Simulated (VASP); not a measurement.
# MgS (P3m1) in VASP: relaxation of cell and atoms with PBE

Aim: the relaxation of cell and atoms of MgS with PBE.

Program: VASP 6.6.1. These are calculated values, not measurements. Logs are shortened: lines on timing, memory, paths and dates and some standing lists are left out, and cuts for length are marked.

### 1 The cell of the first run

The structure is trigonal, space group P3m1 (No. 156). Conventional cell: a = 4.054 Å, b = 4.054 Å, c = 16.229 Å, α = 90.00°, β = 90.00°, γ = 120.00°. Mg (site symmetry 3m) has 4 S at 2.43 to 2.48 Å within 3.2 Å. Within 3.2 Å of Mg (site symmetry 3m) lie 4 S at 2.43 to 2.48 Å. Mg (site symmetry 3m) has 4 S at 2.43 to 2.48 Å within 3.2 Å. Mg (site symmetry 3m) has 4 S at 2.43 to 2.48 Å within 3.2 Å. Within 3.2 Å of Mg (site symmetry 3m) lie 4 S at 2.43 to 2.48 Å. S (site symmetry 3m) has 4 Mg at 2.43 to 2.48 Å within 3.2 Å. Within 3.2 Å of S (site symmetry 3m) lie 4 Mg at 2.43 to 2.48 Å. S (site symmetry 3m) has 4 Mg at 2.43 to 2.48 Å within 3.2 Å.

### 2 Relaxation of cell and atoms, PBE

File INCAR:

```
SYSTEM = MgS
PREC = Accurate
ENCUT = 600
EDIFF = 1E-6
ISMEAR = 0
SIGMA = 0.02
LREAL = .FALSE.
LASPH = .TRUE.
NELM = 60
ALGO = Normal
ISIF = 3
LWAVE = .FALSE.
LCHARG = .FALSE.
GGA = PE
IBRION = 2
NSW = 65
EDIFFG = -0.01
```

File KPOINTS:

```
regular mesh
0
G
  9 9 2
  0 0 0
```

File POSCAR:

```
MgS
1.0
    4.0544445329      0.0000000000      0.0000000000
   -2.0272222664      3.5112519637      0.0000000000
    0.0000000000      0.0000000000     16.2285757935
Mg S
5 5
Direct
    0.0000000000      0.0000000000      0.0000000000
    0.3333333333      0.6666666667      0.2000000000
    0.0000000000      0.0000000000      0.4000000000
    0.6666666667      0.3333333333      0.6000000000
    0.3333333333      0.6666666667      0.8000000000
    0.0000000000      0.0000000000      0.1500000000
    0.3333333333      0.6666666667      0.3500000000
    0.0000000000      0.0000000000      0.5500000000
    0.6666666667      0.3333333333      0.7500000000
    0.3333333333      0.6666666667      0.9500000000
```

Potentials or basis: VASP PAW PBE potentials, release 64 (Mg, S).

The run is started by

```bash
$ cat potpaw_PBE.64/Mg/POTCAR potpaw_PBE.64/S/POTCAR > POTCAR
$ mpirun -np 1 vasp_std > vasp.out
```

OUTCAR:

```text
SYSTEM = MgS
   PREC = Accurate
   ENCUT = 600
   EDIFF = 1E-6
   ISMEAR = 0
   LREAL = .FALSE.
   LASPH = .TRUE.
   NELM = 60
   ISIF = 3
   GGA = PE
   IBRION = 2
   NSW = 65
   EDIFFG = -0.01

 ion  position               nearest neighbor table
   1  0.000  0.000  0.000-   6 2.43  10 2.48  10 2.48  10 2.48
   2  0.333  0.667  0.200-   7 2.43   6 2.48   6 2.48   6 2.48
   3  0.000  0.000  0.400-   8 2.43   7 2.48   7 2.48   7 2.48
   4  0.667  0.333  0.600-   9 2.43   8 2.48   8 2.48   8 2.48
   5  0.333  0.667  0.800-  10 2.43   9 2.48   9 2.48   9 2.48
   6  0.000  0.000  0.150-   1 2.43   2 2.48   2 2.48   2 2.48
   7  0.333  0.667  0.350-   2 2.43   3 2.48   3 2.48   3 2.48
   8  0.000  0.000  0.550-   3 2.43   4 2.48   4 2.48   4 2.48
   9  0.667  0.333  0.750-   4 2.43   5 2.48   5 2.48   5 2.48
  10  0.333  0.667  0.950-   5 2.43   1 2.48   1 2.48   1 2.48

  LATTYP: Found a hexagonal cell.
 ALAT       =     4.0544445329
 C/A-ratio  =     4.0026631668

  Lattice vectors:

 A1 = (   4.0544445329,   0.0000000000,   0.0000000000)
 A2 = (  -2.0272222664,   3.5112519637,   0.0000000000)
 A3 = (   0.0000000000,   0.0000000000,  16.2285757935)

Analysis of symmetry for initial positions (statically):
=====================================================================
 Subroutine PRICEL returns:
 Original cell was already a primitive cell.

 Routine SETGRP: Setting up the symmetry group for a
 hexagonal supercell.

 Subroutine GETGRP returns: Found  6 space group operations
 (whereof  6 operations were pure point group operations)
 out of a pool of 24 trial point group operations.

The static configuration has the point symmetry C_3v.

Analysis of symmetry for dynamics (positions and initial velocities):
=====================================================================
 Subroutine PRICEL returns:
 Original cell was already a primitive cell.

 Routine SETGRP: Setting up the symmetry group for a
 hexagonal supercell.

 Subroutine GETGRP returns: Found  6 space group operations
 (whereof  6 operations were pure point group operations)
 out of a pool of 24 trial point group operations.

The dynamic configuration has the point symmetry C_3v.

 Subroutine INISYM returns: Found  6 space group operations
 (whereof  6 operations are pure point group operations),
 and found     1 'primitive' translations

----------------------------------------------------------------------------------------
[... 110 lines left out ...]
   EDIFFG = -.1E-01   stopping-criterion for IOM
   NSW    =     65    number of steps for IOM
   IBRION =      2    ionic relax: 0-MD 1-quasi-New 2-CG
   NFREE  =      1    steps in history (QN), initial steepest desc. (CG)
   ISIF   =      3    stress and relaxation
   ISYM   =      2    0-nonsym 1-usesym 2-fastsym
   POTIM  = 0.5000    time-step for ionic-motion
   TEBEG  =    0.0;   TEEND  =   0.0 temperature during run
   PSTRESS=    0.0 pullay stress
   NELECT =      40.0000    total number of electrons
   NUPDOWN=      -1.0000    fix difference up-down
   EMIN   =  10.00;   EMAX   =-10.00  energy-range for DOS
   EFERMI =   0.00;   METHOD = LEGACY
   ISMEAR =     0;   SIGMA  =   0.02  broadening in eV -4-tet -1-fermi 0-gaus
   EFERMI_NEDOS =   21; number of points for ismear=-14 and -15
   IALGO  =     38    algorithm
   IMIX   =      4    mixing-type and parameters
     AMIX     =   0.40;   BMIX     =  1.00
     AMIX_MAG =   1.60;   BMIX_MAG =  1.00
  volume/ion in A,a.u.               =      23.10       155.91
  Fermi-wavevector in a.u.,A,eV,Ry     =   0.912438  1.724259 11.327447  0.832544
  Thomas-Fermi vector in A             =   2.036834
   LORBIT       =      0    0 simple, 1 ext, 2 COOP (PROOUT), +10 PAW based schemes
   GGA     = PE    functional components
   LHFCALC =     F    Hartree Fock is set to
   AEXX    =    0.0000 exact exchange contribution
   IVDW    =     0    specifies the selected vdW correction
   LEPSILON=     F    determine dielectric tensor
   LRPA    =     F    only Hartree local field effects (RPA)
 conjugate gradient relaxation of ions
 non-spin polarized calculation
 Gauss-broadening in eV      SIGMA  =   0.02
  energy-cutoff  :      600.00
  volume of cell :      231.03
 maximum number of plane-waves:      7754
   NGX = 17   NGY = 17   NGZ = 65

--------------------------------------- Ionic step        1  -------------------------------------------

 number of electron      40.0000003 magnetization

 Free energy of the ion-electron system (eV)
  ---------------------------------------------------
  ext. energy  EPLUGINS =         0.00000000
  ---------------------------------------------------
  free energy    TOTEN  =       -42.38216595 eV

  energy without entropy =      -42.38216595  energy(sigma->0) =      -42.38216595

------------------------ aborting loop because EDIFF is reached ----------------------------------------

  FORCE on cell =-STRESS in cart. coord.  units (eV):
  Direction    XX          YY          ZZ          XY          YZ          ZX
  --------------------------------------------------------------------------------------
  -------------------------------------------------------------------------------------
  Total       -0.9647927     -0.9647927      1.6370812     -0.0000000      0.0000000      0.0000000
  in kB       -6.6906886     -6.6906886     11.3529056     -0.0000000      0.0000000      0.0000000
  external PRESSURE =      -0.6761572 kB  Pullay stress =       0.0000000 kB
[... 113 lines left out ...]
  FREE ENERGIE OF THE ION-ELECTRON SYSTEM (eV)
  ---------------------------------------------------
  free  energy   TOTEN  =       -42.3987901639 eV

  energy  without entropy=      -42.3987901639  energy(sigma->0) =      -42.39879016

[... ionic steps 4 to 8 ...]

--------------------------------------- Ionic step        9  -------------------------------------------

 number of electron      40.0000002 magnetization

------------------------ aborting loop because EDIFF is reached ----------------------------------------
[... 83 lines left out ...]
--------------------------------------- Ionic step       11  -------------------------------------------

 number of electron      40.0000002 magnetization

 Free energy of the ion-electron system (eV)
  ---------------------------------------------------
  ext. energy  EPLUGINS =         0.00000000
  ---------------------------------------------------
  free energy    TOTEN  =       -42.39924375 eV

  energy without entropy =      -42.39924375  energy(sigma->0) =      -42.39924375

 E-fermi :   1.0914     XC(G=0):  -8.3231

 val. band max:        0.9929299421   @ k =   0.0000   0.0000   0.0000
 cond. band min:       4.3709223974   @ k =   0.0000   0.0000   0.0000
 fundamental gap:      3.3779924553
 Fermi energy:         1.0914459048

 k-point     1 :       0.0000    0.0000    0.0000
  band No.  band energies     occupation
      1     -10.2608      2.00000
      2     -10.0518      2.00000
      3     -10.0415      2.00000
      4      -9.6813      2.00000
      5      -9.6390      2.00000
      6      -1.9060      2.00000
[... 722 lines left out ...]
  FREE ENERGIE OF THE ION-ELECTRON SYSTEM (eV)
  ---------------------------------------------------
  free  energy   TOTEN  =       -42.3992437503 eV

  energy  without entropy=      -42.3992437503  energy(sigma->0) =      -42.39924375

 reached required accuracy - stopping structural energy minimisation
```

It took 8.7 min on 1 thread of Intel Xeon 6975P-C (Granite Rapids), shared host; peak memory 0.48 GiB.

What came out:

```
Free energy                           : -42.3992 eV
Relaxed volume                        : 23.06 Å³/atom
Relaxed cell                          : a = 4.034 Å, b = 4.034 Å, c = 16.368 Å, α = 90.00°, β = 90.00°, γ = 120.00°
Space group after relaxing (to 0.1 Å) : P3m1 (No. 156)
Energy gained by relaxing             : 1.7 meV/atom
Ionic steps                           : 11
Pressure after relaxing               : 0.0 GPa
Largest force after relaxing          : 0.009 eV/Å
Band gap on the k mesh                : 3.38 eV
```

Forces in eV/Å, atoms in the order of the input:
```
Mg   0.000  0.000  0.008
Mg   0.000  0.000 -0.002
Mg   0.000  0.000 -0.007
Mg   0.000  0.000 -0.004
Mg   0.000  0.000  0.009
S    0.000  0.000 -0.005
S    0.000  0.000  0.006
S    0.000  0.000  0.000
S    0.000  0.000 -0.005
S    0.000  0.000  0.002
```

Step by step:
```csv
step,energy change (eV),largest force (eV/Å),pressure (GPa),volume (Å³)
1,0.0000,0.2130,-0.07,231.03
2,-0.0166,0.0381,-0.02,230.69
3,-0.0166,0.0335,-0.02,230.71
4,-0.0167,0.0257,0.00,230.59
5,-0.0168,0.0175,0.09,230.23
6,-0.0168,0.0172,0.07,230.32
7,-0.0169,0.0156,0.06,230.38
8,-0.0170,0.0170,0.01,230.57
9,-0.0170,0.0189,0.00,230.63
10,-0.0171,0.0148,0.00,230.63
11,-0.0171,0.0087,-0.01,230.65
```

Final structure:
```
Mg S
1.0
     4.03381    0.00000    0.00000
    -2.01691    3.49338    0.00000
     0.00000    0.00000   16.36767
Mg S
5 5
Direct
  0.00000 0.00000 0.00026
  0.33333 0.66667 0.19963
  0.00000 0.00000 0.39897
  0.66667 0.33333 0.59949
  0.33333 0.66667 0.79977
  0.00000 0.00000 0.15082
  0.33333 0.66667 0.35013
  0.00000 0.00000 0.54991
  0.66667 0.33333 0.75036
  0.33333 0.66667 0.95067
```

Caveat: an odd mesh through Γ misses points on the zone boundary, where band edges can lie.
